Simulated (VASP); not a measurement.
Set up this calculation in VASP 6.6.1, as the native input.

| Item | Value |
| --- | --- |
| Task | single point |
| Functional | r2SCAN |
| Potentials or basis | VASP PAW PBE potentials, release 64 (Ca_sv) |
| Cutoff | 520 eV |
| k mesh | 11 × 11 × 11 |
| Occupations | fermi-dirac, width 0.15 eV |
| Spin | no spin polarisation |
| Dipole correction | no |
| Further INCAR settings | ALGO = Normal; EDIFF = 1e-06; NBANDS = 11 |

Ca:

```xyz
1
Lattice="-2.2624 2.2624 2.2400 2.2624 -2.2624 2.2400 2.2176 2.2176 -2.2400" Properties=species:S:1:pos:R:3 pbc="T T T"
Ca    0.0000    0.0000    0.0000
```

One way to write it, as run:

POSCAR

```
Ca
1.0
   -2.2624000000      2.2624000000      2.2400000000
    2.2624000000     -2.2624000000      2.2400000000
    2.2176000000      2.2176000000     -2.2400000000
Ca
1
Direct
    0.0000000000      0.0000000000      0.0000000000
```

INCAR.step1

```
  PREC = Accurate
  ENCUT = 520
  ISMEAR = -1
  SIGMA = 0.15
  LREAL = False
  LASPH = True
  NELM = 60
  NBANDS = 11
  GGA = PE
  ALGO = Normal
  EDIFF = 1E-4
  LWAVE = True
  LCHARG = False
```

INCAR.step2

```
  PREC = Accurate
  ENCUT = 520
  EDIFF = 1E-6
  ISMEAR = -1
  SIGMA = 0.15
  LREAL = False
  LASPH = True
  NELM = 60
  ALGO = Normal
  ISIF = 2
  LWAVE = False
  LCHARG = False
  METAGGA = R2SCAN
  LMIXTAU = True
  NBANDS = 11
  ISTART = 1
```

KPOINTS

```
regular mesh
0
Gamma
  11 11 11
```

Potentials or basis: VASP PAW PBE potentials, release 64 (Ca_sv).

Run with:

```console
$ cat potpaw_PBE.64/Ca_sv/POTCAR > POTCAR
$ cp INCAR.step1 INCAR
$ mpirun -np 1 vasp_std > vasp.out
$ cp INCAR.step2 INCAR
$ mpirun -np 1 vasp_std > vasp.out
```

Results of the run:

```
Pressure               : -0.6 GPa
Band gap on the k mesh : zero (bands 5 and 6 overlap by 0.51 eV)
```

Caveat: the PAW data sets were made with another functional, which shifts forces and pressure a little.

Wall time 3.7 min on 1 thread of AMD EPYC 9R45 96-Core Processor (Zen 5), with other jobs on the host, peak memory 0.21 GiB.
